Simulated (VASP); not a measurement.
Al, 1 atom in the cell. The structure is tetragonal, space group I4/mmm (No. 139). The conventional cell has a = 3.044 Å, b = 3.044 Å, c = 3.358 Å, α = 90.00°, β = 90.00°, γ = 90.00°. Al (site symmetry 4/mmm) has 14 Al at 2.73 to 3.36 Å within 3.6 Å.  This cell differs from its parent crystal: ratio of the length along z to the lengths across it x 0.78, volume and fractional coordinates fixed.

| Item | Value |
| --- | --- |
| Program | VASP 6.6.1 |
| Task | single point |
| Functional | PBEsol |
| Dispersion | D3(BJ) |
| Potentials or basis | VASP PAW PBE potentials, release 64 (Al) |
| Cutoff | 520 eV |
| k mesh | 28 × 28 × 28 |
| Occupations | gaussian, width 0.15 eV |
| Spin | no spin polarisation |
| Dipole correction | no |
| Further INCAR settings | ALGO = Fast; EDIFF = 1e-07; NBANDS = 8 |

Potentials or basis: VASP PAW PBE potentials, release 64 (Al).

Run with:

```sh
$ cat potpaw_PBE.64/Al/POTCAR > POTCAR
$ mpirun -np 1 vasp_std > vasp.out
```

Hardware: 1 thread of Intel Xeon 6975P-C, on a shared host.

How long does it take, and how much memory?

Run time: 100 s on 1 thread of Intel Xeon 6975P-C, with other jobs on the host, peak memory 0.29 GiB. Counts: scf iterations 13, k points 1639.
